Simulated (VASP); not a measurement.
# In (Im-3m) in VASP: single point with PBE

Aim: the single point of In with PBE.

Everything below comes from runs of VASP 6.6.1. Logs are shortened: lines on timing, memory, paths and dates and some standing lists are left out, and cuts for length are marked.

## Step 1: The cell of the first run

It takes space group Im-3m (No. 229, cubic). Conventional cell: a = 3.821 Å, b = 3.821 Å, c = 3.821 Å, α = 90.00°, β = 90.00°, γ = 90.00°. In (site symmetry m-3m) has 14 In at 3.31 to 3.82 Å within 4.4 Å.

## Step 2: Single point, PBE

Input file INCAR:

```
SYSTEM = In
ALGO = Normal
EDIFF = 1E-6
ENCUT = 500
GGA = PE
GGA_COMPAT = .False.
ISIF = 2
ISMEAR = 0
LASPH = .True.
LCHARG = .False.
LREAL = .False.
LWAVE = .False.
NBANDS = 12
NELM = 120
PREC = Accurate
SIGMA = 0.05
```

Input file KPOINTS:

```
k-points
0
Gamma
  8 8 8
  0 0 0
```

Input file POSCAR:

```
In
1.0
   -1.9104781977      1.9104781977      1.9104781977
    1.9104781977     -1.9104781977      1.9104781977
    1.9104781977      1.9104781977     -1.9104781977
In
1
Direct
    0.0000000000      0.0000000000      0.0000000000
```

Potentials or basis: VASP PAW PBE potentials, release 64 (In_d).

Started as:

```console
$ cat potpaw_PBE.64/In_d/POTCAR > POTCAR
$ mpirun -np 1 vasp_std > vasp.out
```

OUTCAR:

```text
SYSTEM = In
   EDIFF = 1E-6
   ENCUT = 500
   GGA = PE
   ISIF = 2
   ISMEAR = 0
   LASPH = .True.
   LREAL = .False.
   NELM = 120
   PREC = Accurate

 ion  position               nearest neighbor table
   1  0.000  0.000  0.000-

  LATTYP: Found a body centered cubic cell.
 ALAT       =     3.8209563954

  Lattice vectors:

 A1 = (  -1.9104781977,   1.9104781977,   1.9104781977)
 A2 = (   1.9104781977,  -1.9104781977,   1.9104781977)
 A3 = (   1.9104781977,   1.9104781977,  -1.9104781977)

Analysis of symmetry for initial positions (statically):
=====================================================================
 Subroutine PRICEL returns:
 Original cell was already a primitive cell.

 Routine SETGRP: Setting up the symmetry group for a
 body centered cubic supercell.

 Subroutine GETGRP returns: Found 48 space group operations
 (whereof 48 operations were pure point group operations)
 out of a pool of 48 trial point group operations.

The static configuration has the point symmetry O_h .

Analysis of symmetry for dynamics (positions and initial velocities):
=====================================================================
 Subroutine PRICEL returns:
 Original cell was already a primitive cell.

 Routine SETGRP: Setting up the symmetry group for a
 body centered cubic supercell.

 Subroutine GETGRP returns: Found 48 space group operations
 (whereof 48 operations were pure point group operations)
 out of a pool of 48 trial point group operations.

The dynamic configuration has the point symmetry O_h .

 Subroutine INISYM returns: Found 48 space group operations
 (whereof 48 operations are pure point group operations),
 and found     1 'primitive' translations

----------------------------------------------------------------------------------------

                                     Primitive cell

  volume of cell :      27.8924

  direct lattice vectors                    reciprocal lattice vectors
    -1.910478198  1.910478198  1.910478198     0.000000000  0.261714580  0.261714580
     1.910478198 -1.910478198  1.910478198     0.261714580  0.000000000  0.261714580
     1.910478198  1.910478198 -1.910478198     0.261714580  0.261714580  0.000000000

  length of vectors
     3.309045305  3.309045305  3.309045305     0.370120309  0.370120309  0.370120309

  position of ions in fractional coordinates (direct lattice)
     0.000000000  0.000000000  0.000000000

  ion indices of the primitive-cell ions
   primitive index   ion index
                 1           1

----------------------------------------------------------------------------------------

 KPOINTS: k-points

Automatic generation of k-mesh.
 Grid dimensions read from file:
 generate k-points for:    8    8    8

 Generating k-lattice:

  Cartesian coordinates                     Fractional coordinates (reciprocal lattice)
     0.000000000  0.032714323  0.032714323     0.125000000  0.000000000  0.000000000
     0.032714323  0.000000000  0.032714323     0.000000000  0.125000000  0.000000000
     0.032714323  0.032714323  0.000000000     0.000000000  0.000000000  0.125000000

  Length of vectors
     0.046265039  0.046265039  0.046265039

  Shift w.r.t. Gamma in fractional coordinates (k-lattice)
     0.000000000  0.000000000  0.000000000

 Subroutine IBZKPT returns following result:
 ===========================================

 Found     29 irreducible k-points:

 Following reciprocal coordinates:
            Coordinates               Weight
  0.000000  0.000000  0.000000      1.000000
  0.125000  0.000000  0.000000     12.000000
  0.250000  0.000000  0.000000     12.000000
  0.375000  0.000000  0.000000     12.000000
  0.500000  0.000000  0.000000      6.000000
  0.125000  0.125000  0.000000     24.000000
[... 16 lines left out ...]
 -0.250000  0.250000  0.250000      6.000000
 -0.375000  0.375000  0.250000     24.000000
 [... further k-points ...]
   k-points           NKPTS =     29   k-points in BZ     NKDIM =     29   number of bands    NBANDS=     12
   number of dos      NEDOS =    301   number of ions     NIONS =      1
   total plane-waves  NPLWV =  13824
   dimension x,y,z NGX =    24 NGY =   24 NGZ =   24
   dimension x,y,z NGXF=    48 NGYF=   48 NGZF=   48
   ions per type =               1
   NGX,Y,Z   is equivalent  to a cutoff of  12.06, 12.06, 12.06 a.u.
   NGXF,Y,Z  is equivalent  to a cutoff of  24.12, 24.12, 24.12 a.u.
 SYSTEM =  In
   PREC   = accura    normal or accurate (medium, high low for compatibility)
   ISTART =      0    job   : 0-new  1-cont  2-samecut
   ICHARG =      2    charge: 1-file 2-atom 10-const
   ISPIN  =      1    spin polarized calculation?
   LNONCOLLINEAR =      F non collinear calculations
   LSORBIT =      F    spin-orbit coupling
   LASPH  =      T    aspherical Exc in radial PAW
   ENCUT  =  500.0 eV  36.75 Ry    6.06 a.u.   6.03  6.03  6.03*2*pi/ulx,y,z
   NELM   =    120;   NELMIN=  2; NELMDL= -5     # of ELM steps
   EDIFF  = 0.1E-05   stopping-criterion for ELM
   LREAL  =      F    real-space projection
   EDIFFG = 0.1E-04   stopping-criterion for IOM
   NSW    =      0    number of steps for IOM
   IBRION =     -1    ionic relax: 0-MD 1-quasi-New 2-CG
   NFREE  =      0    steps in history (QN), initial steepest desc. (CG)
   ISIF   =      2    stress and relaxation
   ISYM   =      2    0-nonsym 1-usesym 2-fastsym
   POTIM  = 0.5000    time-step for ionic-motion
   TEBEG  =    0.0;   TEEND  =   0.0 temperature during run
   PSTRESS=    0.0 pullay stress
   NELECT =      13.0000    total number of electrons
   NUPDOWN=      -1.0000    fix difference up-down
   EMIN   =  10.00;   EMAX   =-10.00  energy-range for DOS
   EFERMI =   0.00;   METHOD = LEGACY
   ISMEAR =     0;   SIGMA  =   0.05  broadening in eV -4-tet -1-fermi 0-gaus
   EFERMI_NEDOS =   21; number of points for ismear=-14 and -15
   IALGO  =     38    algorithm
   IMIX   =      4    mixing-type and parameters
     AMIX     =   0.40;   BMIX     =  1.00
     AMIX_MAG =   1.60;   BMIX_MAG =  1.00
  volume/ion in A,a.u.               =      27.89       188.23
  Fermi-wavevector in a.u.,A,eV,Ry     =   1.269289  2.398608 21.920274  1.611095
  Thomas-Fermi vector in A             =   2.402338
   LORBIT       =      0    0 simple, 1 ext, 2 COOP (PROOUT), +10 PAW based schemes
   GGA     = PE    functional components
   LHFCALC =     F    Hartree Fock is set to
   AEXX    =    0.0000 exact exchange contribution
   IVDW    =     0    specifies the selected vdW correction
   LEPSILON=     F    determine dielectric tensor
   LRPA    =     F    only Hartree local field effects (RPA)
 non-spin polarized calculation
 Gauss-broadening in eV      SIGMA  =   0.05
  energy-cutoff  :      500.00
  volume of cell :       27.89
 maximum number of plane-waves:       726
   NGX = 13   NGY = 13   NGZ = 13

 number of electron      13.0000012 magnetization

 Free energy of the ion-electron system (eV)
  ---------------------------------------------------
  ext. energy  EPLUGINS =         0.00000000
  ---------------------------------------------------
  free energy    TOTEN  =        -2.51727598 eV

  energy without entropy =       -2.51481349  energy(sigma->0) =       -2.51604474

 E-fermi :   6.9463     XC(G=0):  -9.9532

 val. band max:        6.9309095388   @ k =  -0.3750   0.3750   0.1250
 cond. band min:       6.9560701245   @ k =   0.5000   0.5000   0.3750
 fundamental gap:      0.0251605857
 Fermi energy:         6.9463429833

 k-point     1 :       0.0000    0.0000    0.0000
  band No.  band energies     occupation
      1      -7.7939      2.00000
      2      -7.7939      2.00000
      3      -7.7939      2.00000
      4      -7.5585      2.00000
      5      -7.5585      2.00000
      6      -2.2899      2.00000
      7      17.2489      0.00000
      8      17.2489      0.00000
      9      17.2489      0.00000
     10      19.6283      0.00000
     11      19.6283      0.00000
     12      19.6283      0.00000

 k-point     2 :       0.1250    0.0000    0.0000
  band No.  band energies     occupation
      1      -7.8076      2.00000
      2      -7.7816      2.00000
      3      -7.7403      2.00000
      4      -7.5724      2.00000
      5      -7.5592      2.00000
      6      -1.9448      2.00000
      7      14.4877      0.00000
      8      15.9668      0.00000
      9      16.5555      0.00000
     10      18.2427      0.00000
     11      18.5753      0.00000
     12      19.4864      0.00000

 k-point     3 :       0.2500    0.0000    0.0000
  band No.  band energies     occupation
      1      -7.8404      2.00000
      2      -7.7727      2.00000
      3      -7.6075      2.00000
      4      -7.5910      2.00000
      5      -7.5604      2.00000
      6      -0.8961      2.00000
      7      10.3422      0.00000
      8      14.1574      0.00000
      9      15.2283      0.00000
     10      17.2613      0.00000
     11      17.4724      0.00000
     12      20.3814      0.00000
[... 286 lines left out ...]
 k-point    23 :      -0.2500    0.2500    0.2500
  band No.  band energies     occupation
      1      -7.7140      2.00000
      2      -7.6612      2.00000
      3      -7.6612      2.00000
      4      -7.6253      2.00000
      5      -7.6207      2.00000
      6       0.4931      2.00000
      7      11.2090      0.00000
      8      11.2090      0.00000
      9      11.2580      0.00000
     10      14.0171      0.00000
     11      22.0501      0.00000
     12      22.0501      0.00000

 k-point    24 :      -0.3750    0.3750    0.2500
  band No.  band energies     occupation
      1      -7.7702      2.00000
      2      -7.6952      2.00000
      3      -7.6658      2.00000
      4      -7.5916      2.00000
      5      -7.4919      2.00000
      6       2.2173      2.00000
      7       7.8625      0.00000
      8      10.0578      0.00000
      9      11.4295      0.00000
     10      14.3021      0.00000
     11      19.1662      0.00000
     12      21.5476      0.00000

 [... further k-points ...]
[... 5 lines left out ...]
  --------------------------------------------------------------------------------------
  -------------------------------------------------------------------------------------
  Total        0.0059226      0.0059226      0.0059226      0.0000000      0.0000000      0.0000000
  in kB        0.3401993      0.3401993      0.3401993      0.0000000      0.0000000      0.0000000
  external PRESSURE =       0.3401993 kB  Pullay stress =       0.0000000 kB

 VOLUME and BASIS-vectors are now :
 -----------------------------------------------------------------------------
  energy-cutoff  :      500.00
  volume of cell :       27.89
      direct lattice vectors                 reciprocal lattice vectors
    -1.910478198  1.910478198  1.910478198     0.000000000  0.261714580  0.261714580
     1.910478198 -1.910478198  1.910478198     0.261714580  0.000000000  0.261714580
     1.910478198  1.910478198 -1.910478198     0.261714580  0.261714580  0.000000000

 POSITION                                       TOTAL-FORCE (eV/Angst)
 -----------------------------------------------------------------------------------
      0.00000      0.00000      0.00000         0.000000     -0.000000     -0.000000
 -----------------------------------------------------------------------------------
    total drift:                                0.000000      0.000000      0.000000

  FREE ENERGIE OF THE ION-ELECTRON SYSTEM (eV)
  ---------------------------------------------------
  free  energy   TOTEN  =        -2.5172759819 eV

  energy  without entropy=       -2.5148134886  energy(sigma->0) =       -2.51604474
```

It took 15 s on 1 thread of Intel Xeon 8259CL, shared host; peak memory 0.14 GiB.

What came out:

```yaml
Free_energy: -2.5173 eV
Pressure: 0.0 GPa
```

Caveat: spin-orbit coupling is left out, which moves the levels of the heavy elements.
